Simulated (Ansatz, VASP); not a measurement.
V in VASP and in Ansatz

```
V
1.0
     2.58858    0.00000    0.00000
    -1.29429    2.24178    0.00000
     0.00000    0.00000    9.19881
V
4
Direct
  0.00000 0.00000 0.00000
  0.00000 0.00000 0.50000
  0.33333 0.66667 0.25000
  0.66667 0.33333 0.75000
```

Alike in both runs: functional PBEsol; k mesh 13 × 13 × 4; occupations fermi-dirac, width 0.1 eV; no spin polarisation.

Ansatz relaxed the structure, and its values are those at the end. VASP's run is a single point on that final structure, the one shown.

```csv
,VASP,Ansatz
version,VASP 6.6.1,Ansatz 0.2.0
potentials or method,"VASP PAW PBE potentials, release 64 (V_sv), cutoff 520 eV","plane waves (420 eV) with PAW, scalar-relativistic"
valence electrons in the cell,52,52
```

```tsv
	VASP	Ansatz	Ansatz less VASP
pressure (GPa)	0.2	0.0	-0.15
```

VASP's potentials were made for PBE, not for PBEsol, and Ansatz warns of the same on its side.
